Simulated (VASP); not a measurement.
Input of a VASP 6.6.1 run:

Contents of INCAR:

```
SYSTEM = ZnH2
ALGO = Normal ; EDIFF = 1E-6
EDIFFG = -0.01 ; ENCUT = 600
GGA = PE ; IBRION = 2
ISIF = 3 ; ISMEAR = 0
LASPH = .TRUE. ; LCHARG = .FALSE.
LREAL = .FALSE. ; LWAVE = .FALSE.
NELM = 60 ; NSW = 100
PREC = Accurate ; SIGMA = 0.1
```

KPOINTS

```
k-points
0
G
  16 16 14
  0 0 0
```

POSCAR

```
ZnH2
1.0
    2.8356248572      0.0000000000      0.0000000000
    0.0000000000      2.8356248572      0.0000000000
    0.0000000000      0.0000000000      3.3660741261
Zn H
1 2
Direct
    0.5000000000      0.5000000000      0.0000000000
    0.0000000000      0.0000000000      0.0000000000
    0.5000000000      0.5000000000      0.5000000000
```

Potentials or basis: VASP PAW PBE potentials, release 64 (Zn, H).

Launch:

```bash
$ cat potpaw_PBE.64/Zn/POTCAR potpaw_PBE.64/H/POTCAR > POTCAR
$ mpirun -np 1 vasp_std > vasp.out
```

(1) Predict the band gap on the k mesh.

Results:

(1) zero (bands 7 and 8 overlap by 2.33 eV).

Caveat: the relaxation stopped at its first step, so nothing moved.
